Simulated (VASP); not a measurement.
# MnSb (Fm-3m) in VASP: a series of runs

Runs on MnSb. Level: PBEsol. Tasks: single point.

Everything below comes from runs of VASP 6.6.1. Logs are shortened: lines on timing, memory, paths and dates and some standing lists are left out, and cuts for length are marked.

## (1) The cell of the first run

Symmetry: Fm-3m, No. 225, cubic system. The conventional cell has a = 5.470 Å, b = 5.470 Å, c = 5.470 Å, α = 90.00°, β = 90.00°, γ = 90.00°. Mn (site symmetry m-3m) has 6 Sb at 2.73 Å within 3.6 Å. Within 3.6 Å of Sb (site symmetry m-3m) lie 6 Mn at 2.73 Å.

## (2) Single point, PBEsol, collinear spin, ferromagnetic start

File INCAR:

```
SYSTEM = MnSb
ALGO     = Normal         ! electronic algorithm
EDIFF    = 1E-7           ! SCF threshold, eV
ENCUT    = 520            ! plane-wave cutoff, eV
GGA      = PS             ! functional
ISIF     = 2              ! what is computed and relaxed
ISMEAR   = 0              ! smearing method
ISPIN    = 2              ! spin polarisation
LASPH    = .TRUE.         ! aspherical terms in the spheres
LCHARG   = .TRUE.         ! write CHGCAR
LELF     = .TRUE.         ! ELF
LMAXMIX  = 4              ! l up to which the mixer works
LORBIT   = 11             ! projections on sites
LREAL    = .FALSE.        ! projectors in reciprocal space
LVHAR    = .TRUE.       
LWAVE    = .FALSE.        ! write WAVECAR
MAGMOM   = 4.01 0         ! initial moments
NBANDS   = 20             ! bands
NELM     = 150            ! most SCF steps
PREC     = Accurate       ! precision mode
SIGMA    = 0.05           ! smearing width, eV
```

File KPOINTS:

```
k-points
0
G
  10 10 10
  0 0 0
```

File POSCAR:

```
MnSb
1.0
    0.0000000000      2.7348463759      2.7348463759
    2.7348463759      0.0000000000      2.7348463759
    2.7348463759      2.7348463759      0.0000000000
Mn Sb
1 1
Direct
    0.5000000000      0.5000000000      0.5000000000
    0.0000000000      0.0000000000      0.0000000000
```

Potentials or basis: VASP PAW PBE potentials, release 64 (Mn_pv, Sb).

Launch:

```sh
cat potpaw_PBE.64/Mn_pv/POTCAR potpaw_PBE.64/Sb/POTCAR > POTCAR
mpirun -np 1 vasp_std > vasp.out
```

OUTCAR:

```text
SYSTEM = MnSb
   EDIFF = 1E-7
   ENCUT = 520
   GGA = PS
   ISIF = 2
   ISMEAR = 0
   ISPIN = 2
   LASPH = .TRUE.
   LORBIT = 11
   LREAL = .FALSE.
   NELM = 150
   PREC = Accurate

 ion  position               nearest neighbor table
   1  0.500  0.500  0.500-   2 2.73   2 2.73   2 2.73   2 2.73   2 2.73   2 2.73
   2  0.000  0.000  0.000-   1 2.73   1 2.73   1 2.73   1 2.73   1 2.73   1 2.73

  LATTYP: Found a face centered cubic cell.
 ALAT       =     5.4696927518

  Lattice vectors:

 A1 = (   0.0000000000,   2.7348463759,   2.7348463759)
 A2 = (   2.7348463759,   0.0000000000,   2.7348463759)
 A3 = (   2.7348463759,   2.7348463759,   0.0000000000)

Analysis of symmetry for initial positions (statically):
=====================================================================
 Subroutine PRICEL returns:
 Original cell was already a primitive cell.

 Routine SETGRP: Setting up the symmetry group for a
 face centered cubic supercell.

 Subroutine GETGRP returns: Found 48 space group operations
 (whereof 48 operations were pure point group operations)
 out of a pool of 48 trial point group operations.

The static configuration has the point symmetry O_h .

Analysis of symmetry for dynamics (positions and initial velocities):
=====================================================================
 Subroutine PRICEL returns:
 Original cell was already a primitive cell.

 Routine SETGRP: Setting up the symmetry group for a
 face centered cubic supercell.

 Subroutine GETGRP returns: Found 48 space group operations
 (whereof 48 operations were pure point group operations)
 out of a pool of 48 trial point group operations.

The dynamic configuration has the point symmetry O_h .

Analysis of structural, dynamic, and magnetic symmetry:
=====================================================================
 Subroutine PRICEL returns:
 Original cell was already a primitive cell.

 Routine SETGRP: Setting up the symmetry group for a
 face centered cubic supercell.

 Subroutine GETGRP returns: Found 48 space group operations
 (whereof 48 operations were pure point group operations)
 out of a pool of 48 trial point group operations.

The overall configuration has the point symmetry O_h .

 Subroutine INISYM returns: Found 48 space group operations
 (whereof 48 operations are pure point group operations),
 and found     1 'primitive' translations

----------------------------------------------------------------------------------------

                                     Primitive cell

  volume of cell :      40.9099

  direct lattice vectors                    reciprocal lattice vectors
     0.000000000  2.734846376  2.734846376    -0.182825626  0.182825626  0.182825626
     2.734846376  0.000000000  2.734846376     0.182825626 -0.182825626  0.182825626
     2.734846376  2.734846376  0.000000000     0.182825626  0.182825626 -0.182825626

  length of vectors
     3.867656836  3.867656836  3.867656836     0.316663273  0.316663273  0.316663273

  position of ions in fractional coordinates (direct lattice)
     0.500000000  0.500000000  0.500000000
     0.000000000  0.000000000  0.000000000

  ion indices of the primitive-cell ions
   primitive index   ion index
                 1           1
                 2           2

----------------------------------------------------------------------------------------

 KPOINTS: k-points

Automatic generation of k-mesh.
 Grid dimensions read from file:
 generate k-points for:   10   10   10

 Generating k-lattice:

  Cartesian coordinates                     Fractional coordinates (reciprocal lattice)
    -0.018282563  0.018282563  0.018282563     0.100000000  0.000000000  0.000000000
     0.018282563 -0.018282563  0.018282563     0.000000000  0.100000000  0.000000000
     0.018282563  0.018282563 -0.018282563     0.000000000  0.000000000  0.100000000

  Length of vectors
     0.031666327  0.031666327  0.031666327

  Shift w.r.t. Gamma in fractional coordinates (k-lattice)
     0.000000000  0.000000000  0.000000000

 Subroutine IBZKPT returns following result:
 ===========================================

 Found     47 irreducible k-points:

 Following reciprocal coordinates:
            Coordinates               Weight
  0.000000  0.000000  0.000000      1.000000
  0.100000  0.000000  0.000000      8.000000
  0.200000  0.000000  0.000000      8.000000
  0.300000  0.000000  0.000000      8.000000
  0.400000  0.000000  0.000000      8.000000
  0.500000  0.000000  0.000000      4.000000
[... 16 lines left out ...]
  0.300000  0.300000  0.000000      6.000000
  0.400000  0.300000  0.000000     24.000000
 [... further k-points ...]
   k-points           NKPTS =     47   k-points in BZ     NKDIM =     47   number of bands    NBANDS=     20
   number of dos      NEDOS =    301   number of ions     NIONS =      2
   total plane-waves  NPLWV =  27000
   dimension x,y,z NGX =    30 NGY =   30 NGZ =   30
   dimension x,y,z NGXF=    60 NGYF=   60 NGZF=   60
   ions per type =               1   1
   NGX,Y,Z   is equivalent  to a cutoff of  12.90, 12.90, 12.90 a.u.
   NGXF,Y,Z  is equivalent  to a cutoff of  25.79, 25.79, 25.79 a.u.
 SYSTEM =  MnSb
   PREC   = accura    normal or accurate (medium, high low for compatibility)
   ISTART =      0    job   : 0-new  1-cont  2-samecut
   ICHARG =      2    charge: 1-file 2-atom 10-const
   ISPIN  =      2    spin polarized calculation?
   LNONCOLLINEAR =      F non collinear calculations
   LSORBIT =      F    spin-orbit coupling
   LASPH  =      T    aspherical Exc in radial PAW
   ENCUT  =  520.0 eV  38.22 Ry    6.18 a.u.   7.19  7.19  7.19*2*pi/ulx,y,z
   NELM   =    150;   NELMIN=  2; NELMDL= -5     # of ELM steps
   EDIFF  = 0.1E-06   stopping-criterion for ELM
   LREAL  =      F    real-space projection
   EDIFFG = 0.1E-05   stopping-criterion for IOM
   NSW    =      0    number of steps for IOM
   IBRION =     -1    ionic relax: 0-MD 1-quasi-New 2-CG
   NFREE  =      0    steps in history (QN), initial steepest desc. (CG)
   ISIF   =      2    stress and relaxation
   ISYM   =      2    0-nonsym 1-usesym 2-fastsym
   POTIM  = 0.5000    time-step for ionic-motion
   TEBEG  =    0.0;   TEEND  =   0.0 temperature during run
   PSTRESS=    0.0 pullay stress
   NELECT =      18.0000    total number of electrons
   NUPDOWN=      -1.0000    fix difference up-down
   EMIN   =  10.00;   EMAX   =-10.00  energy-range for DOS
   EFERMI =   0.00;   METHOD = LEGACY
   ISMEAR =     0;   SIGMA  =   0.05  broadening in eV -4-tet -1-fermi 0-gaus
   EFERMI_NEDOS =   21; number of points for ismear=-14 and -15
   IALGO  =     38    algorithm
   IMIX   =      4    mixing-type and parameters
     AMIX     =   0.40;   BMIX     =  1.00
     AMIX_MAG =   1.60;   BMIX_MAG =  1.00
  volume/ion in A,a.u.               =      20.45       138.04
  Fermi-wavevector in a.u.,A,eV,Ry     =   1.245153  2.352998 21.094555  1.550406
  Thomas-Fermi vector in A             =   2.379388
   LORBIT       =     11    0 simple, 1 ext, 2 COOP (PROOUT), +10 PAW based schemes
   GGA     = PS    functional components
   LHFCALC =     F    Hartree Fock is set to
   AEXX    =    0.0000 exact exchange contribution
   IVDW    =     0    specifies the selected vdW correction
   LEPSILON=     F    determine dielectric tensor
   LRPA    =     F    only Hartree local field effects (RPA)
 spin polarized calculation
 Gauss-broadening in eV      SIGMA  =   0.05
  energy-cutoff  :      520.00
  volume of cell :       40.91
 maximum number of plane-waves:      1114
 NGX is ok and might be reduce to    30
   NGX = 15   NGY = 15   NGZ = 15

 number of electron      18.0000009 magnetization       3.6893534

 Free energy of the ion-electron system (eV)
  ---------------------------------------------------
  ext. energy  EPLUGINS =         0.00000000
  ---------------------------------------------------
  free energy    TOTEN  =       -13.82340585 eV

  energy without entropy =      -13.82158113  energy(sigma->0) =      -13.82249349

 E-fermi :   8.2281     XC(G=0): -11.0130

 val. band max:        8.2009866266   @ k =  -0.4000   0.3000   0.1000
 cond. band min:       8.2350294436   @ k =   0.5000   0.3000   0.0000
 fundamental gap:      0.0340428170
 Fermi energy:         8.2280749603

 spin component 1

 k-point     1 :       0.0000    0.0000    0.0000
  band No.  band energies     occupation
      1     -41.7771      1.00000
      2     -41.7771      1.00000
      3     -41.7771      1.00000
      4      -3.7449      1.00000
      5       5.2093      1.00000
      6       5.2093      1.00000
[... 12 lines left out ...]
     19      18.1089      0.00000
     20      18.1089      0.00000

 k-point     2 :       0.1000    0.0000    0.0000
  band No.  band energies     occupation
      1     -41.7775      1.00000
      2     -41.7771      1.00000
      3     -41.7771      1.00000
      4      -3.6026      1.00000
      5       5.1198      1.00000
      6       5.2022      1.00000
[... 12 lines left out ...]
     19      17.5117      0.00000
     20      18.6203      0.00000
[... 465 lines left out ...]
      3     -41.7783      1.00000
      4      -2.2208      1.00000
      5       3.7411      1.00000
      6       4.8816      1.00000
[... 12 lines left out ...]
     19      22.2326      0.00000
     20      22.2326      0.00000

 k-point    24 :       0.4000    0.3000    0.0000
  band No.  band energies     occupation
      1     -41.7803      1.00000
      2     -41.7785      1.00000
      3     -41.7784      1.00000
      4      -1.7241      1.00000
      5       3.4400      1.00000
      6       4.6937      1.00000
[... 12 lines left out ...]
     19      22.4533      0.00000
     20      23.2688      0.00000

 [... further k-points ...]

 spin component 2

 k-point     1 :       0.0000    0.0000    0.0000
  band No.  band energies     occupation
      1     -38.0521      1.00000
      2     -38.0521      1.00000
      3     -38.0521      1.00000
      4      -3.6082      1.00000
      5       8.3019      0.01841
      6       8.3019      0.01840
[... 12 lines left out ...]
     19      19.0121      0.00000
     20      19.0121      0.00000

 k-point     2 :       0.1000    0.0000    0.0000
  band No.  band energies     occupation
      1     -38.0528      1.00000
      2     -38.0521      1.00000
      3     -38.0521      1.00000
      4      -3.4694      1.00000
      5       7.7451      1.00000
      6       7.8836      1.00000
[... 12 lines left out ...]
     19      18.4111      0.00000
     20      19.3885      0.00000
[... 465 lines left out ...]
      3     -38.0537      1.00000
      4      -2.1129      1.00000
      5       4.6871      1.00000
      6       7.1059      1.00000
[... 12 lines left out ...]
     19      22.9689      0.00000
     20      23.0192      0.00000

 k-point    24 :       0.4000    0.3000    0.0000
  band No.  band energies     occupation
      1     -38.0564      1.00000
      2     -38.0540      1.00000
      3     -38.0539      1.00000
      4      -1.6212      1.00000
      5       4.1213      1.00000
      6       6.2672      1.00000
[... 12 lines left out ...]
     19      22.8936      0.00000
     20      23.7221      0.00000

 [... further k-points ...]

------------------------ aborting loop because EDIFF is reached ----------------------------------------

  FORCE on cell =-STRESS in cart. coord.  units (eV):
  Direction    XX          YY          ZZ          XY          YZ          ZX
  --------------------------------------------------------------------------------------
  -------------------------------------------------------------------------------------
  Total       -0.0511390     -0.0511390     -0.0511390     -0.0000000     -0.0000000      0.0000000
  in kB       -2.0027827     -2.0027827     -2.0027827     -0.0000000     -0.0000000      0.0000000
  external PRESSURE =      -2.0027827 kB  Pullay stress =       0.0000000 kB

 VOLUME and BASIS-vectors are now :
 -----------------------------------------------------------------------------
  energy-cutoff  :      520.00
  volume of cell :       40.91
      direct lattice vectors                 reciprocal lattice vectors
     0.000000000  2.734846376  2.734846376    -0.182825626  0.182825626  0.182825626
     2.734846376  0.000000000  2.734846376     0.182825626 -0.182825626  0.182825626
     2.734846376  2.734846376  0.000000000     0.182825626  0.182825626 -0.182825626

 POSITION                                       TOTAL-FORCE (eV/Angst)
 -----------------------------------------------------------------------------------
      2.73485      2.73485      2.73485         0.000000     -0.000000     -0.000000
      0.00000      0.00000      0.00000        -0.000000      0.000000      0.000000
 -----------------------------------------------------------------------------------
    total drift:                                0.000000      0.000000      0.000000

  FREE ENERGIE OF THE ION-ELECTRON SYSTEM (eV)
  ---------------------------------------------------
  free  energy   TOTEN  =       -13.8234058467 eV

  energy  without entropy=      -13.8215811256  energy(sigma->0) =      -13.82249349

 total charge

# of ion       s       p       d       tot
------------------------------------------
    1        0.295   6.205   5.035  11.535
    2        1.141   1.320   0.043   2.504
--------------------------------------------------
tot          1.436   7.525   5.079  14.040

 magnetization (x)

# of ion       s       p       d       tot
------------------------------------------
    1        0.073   0.036   3.498   3.607
    2        0.011  -0.116   0.012  -0.092
--------------------------------------------------
tot          0.085  -0.080   3.510   3.515
```

Run time: 3.9 min. Hardware: 1 thread of Oxide Virtual Turin-like, shared host; peak memory 0.19 GiB.

Results:

- Free energy: -13.8234 eV
- Pressure: -0.2 GPa
- Net moment: 3.69 μB per cell
- Site moments: Mn +3.61; Sb -0.09 μB
- Valence electrons inside the program's atomic spheres: Mn 11.54; Sb 2.50

Caveat: the PAW data sets were made with another functional, which shifts forces and pressure a little; spin-orbit coupling is left out, which moves the levels of the heavy elements; a cell with one magnetic atom can't hold antiferromagnetic order, which such compounds often take.

## (3) Single point, PBEsol, collinear spin, ferromagnetic start

File INCAR:

```
  PREC = Accurate
  ENCUT = 520
  EDIFF = 1E-6
  ISMEAR = 0
  SIGMA = 0.05
  LREAL = False
  LASPH = True
  NELM = 150
  ALGO = Normal
  ISIF = 2
  LWAVE = False
  LCHARG = True
  ISPIN = 2
  MAGMOM = 4 0
  LORBIT = 11
  LMAXMIX = 4
  GGA = PS
  LELF = True
  LVHAR = True
  NBANDS = 20
```

File KPOINTS:

```
Automatic mesh
0
Gamma
  12 12 12
```

POSCAR is that of step 2.

Potentials or basis: VASP PAW PBE potentials, release 64 (Mn_pv, Sb).

Launch:

```sh
cat potpaw_PBE.64/Mn_pv/POTCAR potpaw_PBE.64/Sb/POTCAR > POTCAR
mpirun -np 1 vasp_std > vasp.out
```

Wall time 3.6 min (1 thread of Oxide Virtual Turin-like, shared host); peak memory 0.21 GiB.

The run converged. Its results:

```yaml
Free_energy: -13.8228 eV
Pressure: 0.0 GPa
Net_moment: 3.73 μB per cell
Site_moments: Mn +3.63; Sb -0.09 μB
Valence_electrons_inside_the_program's_atomic_spheres: Mn 11.53; Sb 2.51
```

Levels at points of the mesh, in eV from the Fermi level:
Spin up:
```csv
k point,band 8,band 9,band 10,band 11,band 12,band 13,band 14,band 15
"(0.00, 0.00, 0.00)",-2.76,-2.76,1.46,1.46,1.46,5.77,8.05,8.44
"(0.50, 0.00, 0.00)",-2.58,-2.58,-2.22,3.07,3.07,4.18,5.01,5.01
"(0.50, 0.50, 0.00)",-2.45,-2.45,-1.60,-1.60,-1.57,1.24,4.97,13.18
```
Spin down:
```tsv
k point	band 4	band 5	band 6	band 7	band 8	band 9	band 10	band 11
(0.00, 0.00, 0.00)	-11.81	0.10	0.10	0.11	0.11	0.11	1.54	1.54
(0.50, 0.00, 0.00)	-9.51	-5.85	-1.98	-1.98	0.84	0.84	1.07	4.37
(0.50, 0.50, 0.00)	-9.11	-4.82	-1.41	-1.41	-0.95	0.44	1.02	1.14
```

Caveat: the PAW data sets were made with another functional, which shifts forces and pressure a little; spin-orbit coupling is left out, which moves the levels of the heavy elements; a cell with one magnetic atom can't hold antiferromagnetic order, which such compounds often take.
